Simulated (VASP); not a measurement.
# Cu3P2 (Pm-3m) in VASP: a series of runs, part 2 of 2

VASP 6.6.1. Earlier steps stand in the parts before.

**4. Relaxation of cell and atoms, PBE**

This run uses another cell than the first one, of 16.64 Å³/atom.

The input, INCAR:

```
SYSTEM = Cu3P2
PREC = Accurate
ENCUT = 600
EDIFF = 1E-6
ISMEAR = 0
SIGMA = 0.1
LREAL = .False.
LASPH = .True.
NELM = 80
ALGO = Normal
ISIF = 3
LWAVE = .False.
LCHARG = .False.
GGA = PE
IBRION = 2
NSW = 100
EDIFFG = -0.01
```

The input, KPOINTS:

```
Automatic mesh
0
Gamma
  8 8 8
  0 0 0
```

The input, POSCAR:

```
Cu3P2
1.0
    4.3657716873      0.0000000000      0.0000000000
    0.0000000000      4.3657716873      0.0000000000
    0.0000000000      0.0000000000      4.3657716873
Cu P
3 2
Direct
    0.0000000000      0.5000000000      0.5000000000
    0.5000000000      0.0000000000      0.5000000000
    0.5000000000      0.5000000000      0.0000000000
    0.5000000000      0.5000000000      0.5000000000
    0.0000000000      0.0000000000      0.0000000000
```

Potentials or basis: VASP PAW PBE potentials, release 64 (Cu, P).

Command:

```console
$ cat potpaw_PBE.64/Cu/POTCAR potpaw_PBE.64/P/POTCAR > POTCAR
$ mpirun -np 1 vasp_std > vasp.out
```

OUTCAR:

```text
SYSTEM = Cu3P2
   PREC = Accurate
   ENCUT = 600
   EDIFF = 1E-6
   ISMEAR = 0
   LREAL = .False.
   LASPH = .True.
   NELM = 80
   ISIF = 3
   GGA = PE
   IBRION = 2
   NSW = 100
   EDIFFG = -0.01

 ion  position               nearest neighbor table
   1  0.000  0.500  0.500-   4 2.18   4 2.18
   2  0.500  0.000  0.500-   4 2.18   4 2.18
   3  0.500  0.500  0.000-   4 2.18   4 2.18
   4  0.500  0.500  0.500-   1 2.18   2 2.18   3 2.18   3 2.18   2 2.18   1 2.18
   5  0.000  0.000  0.000-

  LATTYP: Found a simple cubic cell.
 ALAT       =     4.3657716873

  Lattice vectors:

 A1 = (   4.3657716873,   0.0000000000,   0.0000000000)
 A2 = (   0.0000000000,   4.3657716873,   0.0000000000)
 A3 = (   0.0000000000,   0.0000000000,   4.3657716873)

Analysis of symmetry for initial positions (statically):
=====================================================================
 Subroutine PRICEL returns:
 Original cell was already a primitive cell.

 Routine SETGRP: Setting up the symmetry group for a
 simple cubic supercell.

 Subroutine GETGRP returns: Found 48 space group operations
 (whereof 48 operations were pure point group operations)
 out of a pool of 48 trial point group operations.

The static configuration has the point symmetry O_h .

Analysis of symmetry for dynamics (positions and initial velocities):
=====================================================================
 Subroutine PRICEL returns:
 Original cell was already a primitive cell.

 Routine SETGRP: Setting up the symmetry group for a
 simple cubic supercell.

 Subroutine GETGRP returns: Found 48 space group operations
 (whereof 48 operations were pure point group operations)
 out of a pool of 48 trial point group operations.

The dynamic configuration has the point symmetry O_h .

 Subroutine INISYM returns: Found 48 space group operations
 (whereof 48 operations are pure point group operations),
 and found     1 'primitive' translations

----------------------------------------------------------------------------------------

                                     Primitive cell

  volume of cell :      83.2114

  direct lattice vectors                    reciprocal lattice vectors
     4.365771687  0.000000000  0.000000000     0.229054580  0.000000000  0.000000000
     0.000000000  4.365771687  0.000000000     0.000000000  0.229054580  0.000000000
     0.000000000  0.000000000  4.365771687     0.000000000  0.000000000  0.229054580

  length of vectors
     4.365771687  4.365771687  4.365771687     0.229054580  0.229054580  0.229054580

  position of ions in fractional coordinates (direct lattice)
     0.000000000  0.500000000  0.500000000
[... 117 lines left out ...]
 Gauss-broadening in eV      SIGMA  =   0.10
  energy-cutoff  :      600.00
  volume of cell :       83.21
 maximum number of plane-waves:      2801
 NGX is ok and might be reduce to    36
   NGX = 17   NGY = 17   NGZ = 17

--------------------------------------- Ionic step        1  -------------------------------------------

 number of electron      42.9999982 magnetization

 Free energy of the ion-electron system (eV)
  ---------------------------------------------------
  ext. energy  EPLUGINS =         0.00000000
  ---------------------------------------------------
  free energy    TOTEN  =       -19.20228347 eV

  energy without entropy =      -19.17823830  energy(sigma->0) =      -19.19026089

------------------------ aborting loop because EDIFF is reached ----------------------------------------

  FORCE on cell =-STRESS in cart. coord.  units (eV):
  Direction    XX          YY          ZZ          XY          YZ          ZX
  --------------------------------------------------------------------------------------
  -------------------------------------------------------------------------------------
  Total       -0.1380871     -0.1380871     -0.1380871      0.0000000      0.0000000      0.0000000
  in kB       -2.6587699     -2.6587699     -2.6587699      0.0000000      0.0000000      0.0000000
  external PRESSURE =      -2.6587699 kB  Pullay stress =       0.0000000 kB

 VOLUME and BASIS-vectors are now :
 -----------------------------------------------------------------------------
  energy-cutoff  :      600.00
  volume of cell :       83.21
      direct lattice vectors                 reciprocal lattice vectors
     4.365771687  0.000000000  0.000000000     0.229054580  0.000000000  0.000000000
     0.000000000  4.365771687  0.000000000     0.000000000  0.229054580  0.000000000
     0.000000000  0.000000000  4.365771687     0.000000000  0.000000000  0.229054580

 POSITION                                       TOTAL-FORCE (eV/Angst)
 -----------------------------------------------------------------------------------
      0.00000      2.18289      2.18289         0.000000      0.000000      0.000000
      2.18289      0.00000      2.18289         0.000000      0.000000      0.000000
      2.18289      2.18289      0.00000         0.000000      0.000000      0.000000
      2.18289      2.18289      2.18289         0.000000      0.000000      0.000000
      0.00000      0.00000      0.00000         0.000000      0.000000      0.000000
 -----------------------------------------------------------------------------------
    total drift:                                0.000000      0.000000      0.000000

  FREE ENERGIE OF THE ION-ELECTRON SYSTEM (eV)
  ---------------------------------------------------
  free  energy   TOTEN  =       -19.2022834721 eV

  energy  without entropy=      -19.1782383029  energy(sigma->0) =      -19.19026089

--------------------------------------- Ionic step        2  -------------------------------------------

 number of electron      42.9999982 magnetization

 Free energy of the ion-electron system (eV)
  ---------------------------------------------------
  ext. energy  EPLUGINS =         0.00000000
  ---------------------------------------------------
  free energy    TOTEN  =       -19.20253752 eV

  energy without entropy =      -19.17860572  energy(sigma->0) =      -19.19057162

 E-fermi :   5.6396     XC(G=0): -10.7015

 val. band max:        5.6359212643   @ k =   0.5000   0.3750   0.2500
 cond. band min:       5.6564920600   @ k =   0.5000   0.2500   0.0000
 fundamental gap:      0.0205707956
 Fermi energy:         5.6396335526

 k-point     1 :       0.0000    0.0000    0.0000
  band No.  band energies     occupation
      1      -7.1548      2.00000
      2      -3.8560      2.00000
      3       1.7248      2.00000
      4       1.7248      2.00000
      5       1.7248      2.00000
      6       1.8163      2.00000
[... 661 lines left out ...]
     24       8.0210      0.00000
     25       8.3815      0.00000

 [... further k-points ...]

------------------------ aborting loop because EDIFF is reached ----------------------------------------

  FORCE on cell =-STRESS in cart. coord.  units (eV):
  Direction    XX          YY          ZZ          XY          YZ          ZX
  --------------------------------------------------------------------------------------
  -------------------------------------------------------------------------------------
  Total        0.0374669      0.0374669      0.0374669      0.0000000     -0.0000000      0.0000000
  in kB        0.7242902      0.7242902      0.7242902      0.0000000     -0.0000000      0.0000000
  external PRESSURE =       0.7242902 kB  Pullay stress =       0.0000000 kB

 VOLUME and BASIS-vectors are now :
 -----------------------------------------------------------------------------
  energy-cutoff  :      600.00
  volume of cell :       82.88
      direct lattice vectors                 reciprocal lattice vectors
     4.359955004  0.000000000  0.000000000     0.229360165 -0.000000000 -0.000000000
     0.000000000  4.359955004 -0.000000000    -0.000000000  0.229360165  0.000000000
     0.000000000  0.000000000  4.359955004    -0.000000000  0.000000000  0.229360165

 POSITION                                       TOTAL-FORCE (eV/Angst)
 -----------------------------------------------------------------------------------
      0.00000      2.17998      2.17998         0.000000      0.000000      0.000000
      2.17998      0.00000      2.17998        -0.000000      0.000000      0.000000
      2.17998      2.17998      0.00000        -0.000000      0.000000      0.000000
      2.17998      2.17998      2.17998        -0.000000      0.000000     -0.000000
      0.00000      0.00000      0.00000        -0.000000      0.000000      0.000000
 -----------------------------------------------------------------------------------
    total drift:                                0.000000      0.000000      0.000000

  FREE ENERGIE OF THE ION-ELECTRON SYSTEM (eV)
  ---------------------------------------------------
  free  energy   TOTEN  =       -19.2025375167 eV

  energy  without entropy=      -19.1786057197  energy(sigma->0) =      -19.19057162

 reached required accuracy - stopping structural energy minimisation
```

OSZICAR:

```text
N       E                     dE             d eps       ncg     rms          rms(c)
DAV:   1     0.327855915651E+03    0.32786E+03   -0.20706E+04  1750   0.252E+03
DAV:   2     0.672869578234E+01   -0.32113E+03   -0.31677E+03  1750   0.427E+02
DAV:   3    -0.223269640514E+02   -0.29056E+02   -0.28152E+02  2632   0.162E+02
DAV:   4    -0.235276426987E+02   -0.12007E+01   -0.11584E+01  2766   0.338E+01
[... 15 lines left out ...]
DAV:   3    -0.192029049029E+02    0.12128E-01   -0.55162E-02  2145   0.610E+00    0.156E-01
DAV:   4    -0.192026577380E+02    0.24716E-03   -0.22471E-03  2104   0.290E-01    0.918E-02
DAV:   5    -0.192025471515E+02    0.11059E-03   -0.27770E-04  2541   0.383E-01    0.276E-02
DAV:   6    -0.192025378907E+02    0.92608E-05   -0.42825E-05  2335   0.539E-02    0.761E-03
DAV:   7    -0.192025375167E+02    0.37393E-06   -0.16454E-06  1073   0.286E-02
   2 F= -.19202538E+02 E0= -.19190572E+02  d E =-.254045E-03
```

It took 3.9 min on 1 thread of Intel Xeon 8259CL, shared host; peak memory 0.25 GiB.

Results:

```
Free energy                           : -19.2025 eV
Relaxed volume                        : 16.58 Å³/atom
Relaxed cell                          : a = 4.360 Å, b = 4.360 Å, c = 4.360 Å, α = 90.00°, β = 90.00°, γ = 90.00°
Space group after relaxing (to 0.1 Å) : Pm-3m (No. 221)
Energy gained by relaxing             : 0.1 meV/atom
Ionic steps                           : 2
Pressure after relaxing               : 0.1 GPa
Band gap on the k mesh                : zero (an odd number of electrons rules out a gap without spin polarisation)
```

Step by step:
```tsv
step	energy change (eV)	largest force (eV/Å)	pressure (GPa)	volume (Å³)
1	0.0000	0.0000	-0.27	83.21
2	-0.0003	0.0000	0.07	82.88
```

Final structure:
```
Cu P
1.0
     4.35996    0.00000    0.00000
     0.00000    4.35996    0.00000
     0.00000    0.00000    4.35996
Cu P
3 2
Direct
  0.00000 0.50000 0.50000
  0.50000 0.00000 0.50000
  0.50000 0.50000 0.00000
  0.50000 0.50000 0.50000
  0.00000 0.00000 0.00000
```

Levels at points of the mesh, in eV from the Fermi level:
```csv
k point,band 19,band 20,band 21,band 22,band 23,band 24,band 25
"(0.00, 0.00, 0.00)",-2.50,-2.26,-0.11,-0.11,-0.11,1.37,1.37
"(0.50, 0.00, 0.00)",-1.55,-1.55,-0.67,-0.28,-0.28,2.17,3.99
"(0.50, 0.50, 0.00)",-2.21,-0.67,0.40,1.02,1.02,1.50,1.65
"(0.50, 0.50, 0.50)",-2.39,-2.39,-1.22,-1.22,-1.22,5.79,5.79
```

**5. Summary**

| task | cell | k mesh | cutoff (eV) | gap on the mesh (eV) | pressure (GPa) |
| --- | --- | --- | --- | --- | --- |
| single point | a = 4.556 Å, 5 atoms | 4 × 4 × 4 | 520 | none | -8.5 |
| single point | a = 4.358 Å, 5 atoms | 8 × 8 × 8 | 520 | none | 0.2 |
| relaxation of cell and atoms | relaxed from a = 4.366 Å, 5 atoms | 8 × 8 × 8 | 600 | none | 0.1 |

Alike in all rows: level PBE; potentials or basis VASP PAW PBE potentials, release 64 (Cu, P); no spin polarisation; smearing gaussian 0.1 eV.

Caveats: the cell stands under tension (at least some runs).

Absolute energies hang on the potentials; compare differences alone.
